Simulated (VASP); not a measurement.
# Ge17Se15 (a cell with a defect) in VASP: single point with PBE+D3(BJ)

Aim: the single point of Ge17Se15 (a cell with a defect) with PBE+D3(BJ).

Everything below comes from runs of VASP 6.6.1. Logs are shortened: lines on timing, memory, paths and dates and some standing lists are left out, and cuts for length are marked.

## Step 1: The cell of the first run

The cell holds a defect, 32 atoms: a = 8.860 Å, b = 8.930 Å, c = 10.960 Å, α = 90.00°, β = 90.00°, γ = 119.74°.

## Step 2: Single point, PBE+D3(BJ)

File INCAR:

```
SYSTEM = Ge17Se15
ALGO = Normal
EDIFF = 1E-6
ENCUT = 410
GGA = PE
GGA_COMPAT = .FALSE.
ISIF = 2
ISMEAR = 0
IVDW = 12
KPAR = 2
LASPH = .TRUE.
LCHARG = .FALSE.
LREAL = Auto
LWAVE = .FALSE.
NBANDS = 186
NCORE = 2
NELM = 120
PREC = Accurate
SIGMA = 0.01
```

File KPOINTS:

```
k-points
0
G
  2 2 2
  0 0 0
```

File POSCAR:

```
Ge17Se15
1.0
    0.0000000000      0.0000000000      8.8602053968
    0.0000000000      7.7530857400     -4.4301026984
  -10.9599057830      0.0000000000      0.0000000000
Ge Se
17 15
Direct
    0.6311038695      0.3744722475      0.8733820846
    0.1287156783      0.3745024243      0.8744906830
    0.8814856630      0.8762463874      0.8749801602
    0.3798967635      0.8728232148      0.8748614993
    0.5178405259      0.3749986741      0.3820444218
    0.9964702484      0.3749643824      0.3754092434
    0.7463910060      0.8814787959      0.3718997646
    0.2398644134      0.8685832809      0.3719503999
    0.2550079429      0.1269505264      0.6217359932
    0.7562939040      0.1222747211      0.6269047499
    0.5025957451      0.6220630451      0.6218881548
    0.0085784876      0.6268845321      0.6269257975
    0.1185382952      0.1175813741      0.1110409707
    0.6145612693      0.1342184799      0.1309738333
    0.3757307974      0.6323283213      0.1113547703
    0.8553428974      0.6156410533      0.1309573591
    0.4205814924      0.3749866915      0.1617699232
    0.9329530227      0.3749601727      0.1466791206
    0.6871318251      0.8820913964      0.1422237391
    0.1800438641      0.8677913397      0.1421814756
    0.6882451184      0.3745576246      0.6451225861
    0.1841085243      0.3744959172      0.6434593176
    0.9360888162      0.8760866141      0.6425714857
    0.4346158052      0.8729708262      0.6424527530
    0.0654825133      0.1287141321      0.3449632043
    0.5653063954      0.1191750767      0.3587744742
    0.3117463334      0.6213998037      0.3452178276
    0.8211116352      0.6307751038      0.3587407848
    0.3129289238      0.1268084608      0.8528246320
    0.8081673566      0.1238675695      0.8567199264
    0.5605179229      0.6221422961      0.8530210806
    0.0588886530      0.6252159988      0.8567170822
```

Potentials or basis: VASP PAW PBE potentials, release 64 (Ge_d, Se).

The run is started by

```sh
cat potpaw_PBE.64/Ge_d/POTCAR potpaw_PBE.64/Se/POTCAR > POTCAR
mpirun -np 4 vasp_std > vasp.out
```

OUTCAR:

```text
SYSTEM = Ge17Se15
   EDIFF = 1E-6
   ENCUT = 410
   GGA = PE
   ISIF = 2
   ISMEAR = 0
   IVDW = 12
   LASPH = .TRUE.
   LREAL = Auto
   NELM = 120
   PREC = Accurate
 IVDW          = 12

 ion  position               nearest neighbor table
   1  0.631  0.374  0.873-  21 2.55  29 2.59  31 2.59
   2  0.129  0.375  0.874-  22 2.58  30 2.61  32 2.61
   3  0.881  0.876  0.875-  23 2.59  30 2.60  31 2.63
   4  0.380  0.873  0.875-  24 2.59  32 2.60  29 2.62
   5  0.518  0.375  0.382-  28 2.53  26 2.53  17 2.56
   6  0.996  0.375  0.375-  18 2.57  25 2.58  27 2.58
[... 24 lines left out ...]
  31  0.561  0.622  0.853-  11 2.58   1 2.59   3 2.63
  32  0.059  0.625  0.857-  12 2.56   4 2.60   2 2.61

  LATTYP: Found a base centered orthorhombic cell.
 ALAT       =     8.8602053968
 B/A-ratio  =     1.7500916497
 C/A-ratio  =     1.2369810058

  Lattice vectors:

 A1 = (   0.0000000000,  -7.7530857400,   4.4301026984)
 A2 = (   0.0000000000,   7.7530857400,   4.4301026984)
 A3 = ( -10.9599057830,   0.0000000000,   0.0000000000)

Analysis of symmetry for initial positions (statically):
=====================================================================
 Subroutine PRICEL returns:
 Original cell was already a primitive cell.

 Routine SETGRP: Setting up the symmetry group for a
 base centered orthorhombic supercell.

 Subroutine GETGRP returns: Found  1 space group operations
 (whereof  1 operations were pure point group operations)
 out of a pool of  8 trial point group operations.

The static configuration has the point symmetry C_1 .

Analysis of symmetry for dynamics (positions and initial velocities):
=====================================================================
 Subroutine PRICEL returns:
 Original cell was already a primitive cell.

 Routine SETGRP: Setting up the symmetry group for a
 base centered orthorhombic supercell.

 Subroutine GETGRP returns: Found  1 space group operations
 (whereof  1 operations were pure point group operations)
 out of a pool of  8 trial point group operations.

The dynamic configuration has the point symmetry C_1 .

 Subroutine INISYM returns: Found  1 space group operations
 (whereof  1 operations are pure point group operations),
 and found     1 'primitive' translations

----------------------------------------------------------------------------------------

                                     Primitive cell

  volume of cell :     752.8790

  direct lattice vectors                    reciprocal lattice vectors
     0.000000000  0.000000000  8.860205397     0.000000000  0.064490452  0.112864201
     0.000000000  7.753085740 -4.430102698     0.000000000  0.128980903  0.000000000
   -10.959905783  0.000000000  0.000000000    -0.091241660  0.000000000  0.000000000

  length of vectors
     8.860205397  8.929509976 10.959905783     0.129989792  0.128980903  0.091241660

  position of ions in fractional coordinates (direct lattice)
     0.631103870  0.374472248  0.873382085
     0.128715678  0.374502424  0.874490683
     0.881485663  0.876246387  0.874980160
     0.379896763  0.872823215  0.874861499
     0.517840526  0.374998674  0.382044422
     0.996470248  0.374964382  0.375409243
[... 24 lines left out ...]
     0.560517923  0.622142296  0.853021081
     0.058888653  0.625215999  0.856717082

  ion indices of the primitive-cell ions
   primitive index   ion index
                 1           1
                 2           2
                 3           3
                 4           4
                 5           5
                 6           6
[... 24 lines left out ...]
                31          31
                32          32

----------------------------------------------------------------------------------------

 KPOINTS: k-points

Automatic generation of k-mesh.
 Grid dimensions read from file:
 generate k-points for:    2    2    2

 Generating k-lattice:

  Cartesian coordinates                     Fractional coordinates (reciprocal lattice)
     0.000000000  0.032245226  0.056432100     0.500000000  0.000000000  0.000000000
     0.000000000  0.064490452  0.000000000     0.000000000  0.500000000  0.000000000
    -0.045620830  0.000000000  0.000000000     0.000000000  0.000000000  0.500000000

  Length of vectors
     0.064994896  0.064490452  0.045620830

  Shift w.r.t. Gamma in fractional coordinates (k-lattice)
     0.000000000  0.000000000  0.000000000

 Subroutine IBZKPT returns following result:
 ===========================================

 Found      8 irreducible k-points:

 Following reciprocal coordinates:
            Coordinates               Weight
  0.000000  0.000000  0.000000      1.000000
  0.500000 -0.000000  0.000000      1.000000
  0.500000  0.500000  0.000000      1.000000
  0.000000  0.500000  0.000000      1.000000
  0.000000  0.000000  0.500000      1.000000
  0.500000 -0.000000  0.500000      1.000000
  0.500000  0.500000  0.500000      1.000000
  0.000000  0.500000  0.500000      1.000000
   k-points           NKPTS =      8   k-points in BZ     NKDIM =      8   number of bands    NBANDS=    186
   number of dos      NEDOS =    301   number of ions     NIONS =     32
   total plane-waves  NPLWV = 259200
   dimension x,y,z NGX =    60 NGY =   60 NGZ =   72
   dimension x,y,z NGXF=   120 NGYF=  120 NGZF=  144
   ions per type =              17  15
   NGX,Y,Z   is equivalent  to a cutoff of  11.26, 11.17, 10.92 a.u.
   NGXF,Y,Z  is equivalent  to a cutoff of  22.52, 22.34, 21.84 a.u.
 SYSTEM =  Ge17Se15
   PREC   = accura    normal or accurate (medium, high low for compatibility)
   ISTART =      0    job   : 0-new  1-cont  2-samecut
   ICHARG =      2    charge: 1-file 2-atom 10-const
   ISPIN  =      1    spin polarized calculation?
   LNONCOLLINEAR =      F non collinear calculations
   LSORBIT =      F    spin-orbit coupling
   LASPH  =      T    aspherical Exc in radial PAW
   ENCUT  =  410.0 eV  30.13 Ry    5.49 a.u.  14.63 14.74 18.09*2*pi/ulx,y,z
   NELM   =    120;   NELMIN=  2; NELMDL= -5     # of ELM steps
   EDIFF  = 0.1E-05   stopping-criterion for ELM
   LREAL  =      T    real-space projection
   EDIFFG = 0.1E-04   stopping-criterion for IOM
   NSW    =      0    number of steps for IOM
   IBRION =     -1    ionic relax: 0-MD 1-quasi-New 2-CG
   NFREE  =      0    steps in history (QN), initial steepest desc. (CG)
   ISIF   =      2    stress and relaxation
   ISYM   =      2    0-nonsym 1-usesym 2-fastsym
   POTIM  = 0.5000    time-step for ionic-motion
   TEBEG  =    0.0;   TEEND  =   0.0 temperature during run
   PSTRESS=    0.0 pullay stress
   NELECT =     328.0000    total number of electrons
   NUPDOWN=      -1.0000    fix difference up-down
   EMIN   =  10.00;   EMAX   =-10.00  energy-range for DOS
   EFERMI =   0.00;   METHOD = LEGACY
   ISMEAR =     0;   SIGMA  =   0.01  broadening in eV -4-tet -1-fermi 0-gaus
   EFERMI_NEDOS =   21; number of points for ismear=-14 and -15
   IALGO  =     38    algorithm
   IMIX   =      4    mixing-type and parameters
     AMIX     =   0.40;   BMIX     =  1.00
     AMIX_MAG =   1.60;   BMIX_MAG =  1.00
  volume/ion in A,a.u.               =      23.53       158.77
  Fermi-wavevector in a.u.,A,eV,Ry     =   1.241055  2.345254 20.955933  1.540218
  Thomas-Fermi vector in A             =   2.375469
   LORBIT       =      0    0 simple, 1 ext, 2 COOP (PROOUT), +10 PAW based schemes
   GGA     = PE    functional components
   LHFCALC =     F    Hartree Fock is set to
   AEXX    =    0.0000 exact exchange contribution
   IVDW    =    12    specifies the selected vdW correction
   LEPSILON=     F    determine dielectric tensor
   LRPA    =     F    only Hartree local field effects (RPA)
 non-spin polarized calculation
 Gauss-broadening in eV      SIGMA  =   0.01
  energy-cutoff  :      410.00
  volume of cell :      752.88
 maximum number of plane-waves:     14236
 NGX is ok and might be reduce to    60
   NGX = 29   NGY = 29   NGZ = 37

 number of electron     328.0000100 magnetization

 Free energy of the ion-electron system (eV)
  ---------------------------------------------------
  ext. energy  EPLUGINS =         0.00000000
  ---------------------------------------------------
  free energy    TOTEN  =      -134.31848907 eV

  energy without entropy =     -134.31848907  energy(sigma->0) =     -134.31848907

 E-fermi :   4.2631     XC(G=0):  -9.8303

 val. band max:        4.2013418900   @ k =   0.0000   0.5000   0.5000
 cond. band min:       4.3318624161   @ k =   0.0000   0.5000   0.5000
 fundamental gap:      0.1305205261
 Fermi energy:         4.2631066162

 k-point     1 :       0.0000    0.0000    0.0000
  band No.  band energies     occupation
      1     -20.4692      2.00000
      2     -20.4665      2.00000
      3     -20.4656      2.00000
      4     -20.4620      2.00000
      5     -20.4596      2.00000
      6     -20.4555      2.00000
[... 1421 lines left out ...]
    175       6.4687      0.00000
    176       6.5512      0.00000
 [bands above 176 left out]

------------------------ aborting loop because EDIFF is reached ----------------------------------------

 Edisp (eV)  -11.41532

 E8    (eV) :    -4.9175

  FORCE on cell =-STRESS in cart. coord.  units (eV):
  Direction    XX          YY          ZZ          XY          YZ          ZX
  --------------------------------------------------------------------------------------
  -------------------------------------------------------------------------------------
  Total       1.46024     0.55813    -0.56399    -0.01043    -0.04083    -1.01054
  in kB       3.10750     1.18774    -1.20021    -0.02219    -0.08690    -2.15049
  external pressure =        1.03 kB  Pullay stress =        0.00 kB

 VOLUME and BASIS-vectors are now :
 -----------------------------------------------------------------------------
  energy-cutoff  :      410.00
  volume of cell :      752.88
      direct lattice vectors                 reciprocal lattice vectors
     0.000000000  0.000000000  8.860205397     0.000000000  0.064490452  0.112864201
     0.000000000  7.753085740 -4.430102698     0.000000000  0.128980903  0.000000000
   -10.959905783  0.000000000  0.000000000    -0.091241660  0.000000000  0.000000000

 POSITION                                       TOTAL-FORCE (eV/Angst)
 -----------------------------------------------------------------------------------
     -9.57219      2.90332      3.93276        -0.022771      0.000809      0.010795
     -9.58434      2.90355     -0.51864        -0.011601      0.001658      0.010186
     -9.58970      6.79361      3.92828        -0.013192     -0.002105      0.013494
     -9.58840      6.76707     -0.50073        -0.012842      0.001592      0.011791
     -4.18717      2.90740      2.92689        -0.005023      0.000868     -0.009642
     -4.11445      2.90713      7.16780        -0.012481     -0.000017     -0.011932
[... 24 lines left out ...]
     -9.34903      4.82352      2.21015        -0.004946      0.001508     -0.011987
     -9.38954      4.84735     -2.24801        -0.012116      0.000782     -0.010464
 -----------------------------------------------------------------------------------
    total drift:                                0.008971      0.000244      0.005711

  FREE ENERGIE OF THE ION-ELECTRON SYSTEM (eV)
  ---------------------------------------------------
  free  energy   TOTEN  =      -145.7338047506 eV

  energy  without entropy=     -145.7338047506  energy(sigma->0) =     -145.73380475
```

It took 3.4 min on 4 MPI ranks of Intel Xeon 6975P-C (Granite Rapids), shared host; peak memory 0.49 GiB.

What came out:

| Item | Value |
| --- | --- |
| Free energy | -145.7338 eV |
| Pressure | 0.1 GPa |
| Largest force | 0.025 eV/Å |
| Band gap on the k mesh | 0.13 eV |
| Dispersion energy per atom | -0.357 eV |

Forces on the atoms (eV/Å):
```
Ge  -0.023  0.001  0.011
Ge  -0.012  0.002  0.010
Ge  -0.013 -0.002  0.013
Ge  -0.013  0.002  0.012
Ge  -0.005  0.001 -0.010
Ge  -0.012  0.000 -0.012
Ge  -0.013  0.000 -0.012
Ge  -0.013  0.000 -0.013
Ge   0.012 -0.001  0.014
Ge   0.013  0.002  0.012
Ge   0.014  0.001  0.015
Ge   0.013 -0.002  0.012
Ge   0.007  0.004 -0.008
Ge   0.020 -0.002 -0.011
Ge   0.009 -0.006 -0.007
Ge   0.021  0.002 -0.013
Ge   0.003 -0.001  0.009
Se   0.001 -0.001  0.018
Se   0.009  0.003  0.013
Se   0.008 -0.003  0.005
Se   0.009 -0.001 -0.011
Se   0.009  0.003 -0.016
Se   0.015  0.003 -0.011
Se   0.009  0.000 -0.012
Se  -0.005 -0.010  0.013
Se  -0.011  0.002  0.004
Se  -0.007  0.003  0.006
Se  -0.010 -0.001  0.010
Se  -0.005 -0.002 -0.013
Se  -0.012  0.001 -0.009
Se  -0.005  0.002 -0.012
Se  -0.012  0.001 -0.010
```
